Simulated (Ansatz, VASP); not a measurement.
AlCu3: VASP beside Ansatz

INCAR

```
  PREC = Accurate
  ENCUT = 520
  EDIFF = 1E-7
  ISMEAR = -1
  SIGMA = 0.15
  LREAL = F
  LASPH = T
  NELM = 80
  ALGO = Fast
  ISIF = 2
  LWAVE = F
  LCHARG = F
  GGA = PS
  NBANDS = 46
```

KPOINTS

```
Automatic mesh
0
Gamma
  12 12 8
```

File POSCAR:

```
AlCu3
1.0
    5.1222133614      0.0000000000      0.0000000000
   -2.5611066807      4.4359668945      0.0000000000
    0.0000000000      0.0000000000      4.1591952780
Al Cu
2 6
Direct
    0.6666666667      0.3333333333      0.2500000000
    0.3333333333      0.6666666667      0.7500000000
    0.3306555749      0.1653277875      0.7500000000
    0.8346722125      0.1653277875      0.7500000000
    0.8346722125      0.6693444251      0.7500000000
    0.6693444251      0.8346722125      0.2500000000
    0.1653277875      0.8346722125      0.2500000000
    0.1653277875      0.3306555749      0.2500000000
```

Input for Ansatz:

```yaml
crystal:
  lattice:
    - [5.1222133614, 0.0, 0.0]
    - [-2.5611066807, 4.4359668945, 0.0]
    - [0.0, 0.0, 4.159195278]
  atoms:
    - { symbol: Al, position: [0.6666666667, 0.3333333333, 0.25] }
    - { symbol: Al, position: [0.3333333333, 0.6666666667, 0.75] }
    - { symbol: Cu, position: [0.3306555749, 0.1653277875, 0.75] }
    - { symbol: Cu, position: [0.8346722125, 0.1653277875, 0.75] }
    - { symbol: Cu, position: [0.8346722125, 0.6693444251, 0.75] }
    - { symbol: Cu, position: [0.6693444251, 0.8346722125, 0.25] }
    - { symbol: Cu, position: [0.1653277875, 0.8346722125, 0.25] }
    - { symbol: Cu, position: [0.1653277875, 0.3306555749, 0.25] }
kpoints:
  mp_grid: { grid: [12, 12, 8] }
hamiltonian:
  xc: pbesol
scf:
  occupations: { method: fermi_dirac, width: 0.15 }
output:
  forces: true
  eigenvalues: true
  stress: true
accuracy: high
```

Alike in both runs: task single point; functional PBEsol; k mesh 12 × 12 × 8; occupations fermi-dirac, width 0.15 eV; no spin polarisation.

|  | VASP | Ansatz |
| --- | --- | --- |
| version | VASP 6.6.1 | Ansatz 0.2.0 |
| potentials or method | VASP PAW PBE potentials, release 64 (Al, Cu) | scalar-relativistic, plane waves, PAW |
| plane-wave cutoff (eV) | 520 | 420 |
| valence electrons in the cell | 72 | 120 |

Ansatz gave:

```
gap on the k mesh at the Fermi level (eV) : none
pressure (GPa)                            : 2.0
```

Question: Which values does VASP return?

Answer: gap on the k mesh at the Fermi level (eV): none; pressure (GPa): 2.6.

VASP's potentials were made for PBE, not for PBEsol. A gap of «none» marks a metal or a gap that the smearing closes. The functional is the same, so the differences come from potentials, cutoffs and numerics. VASP's potentials hold 72 valence electrons a cell and Ansatz's 120, so a difference there can come from the potentials and not from the codes.
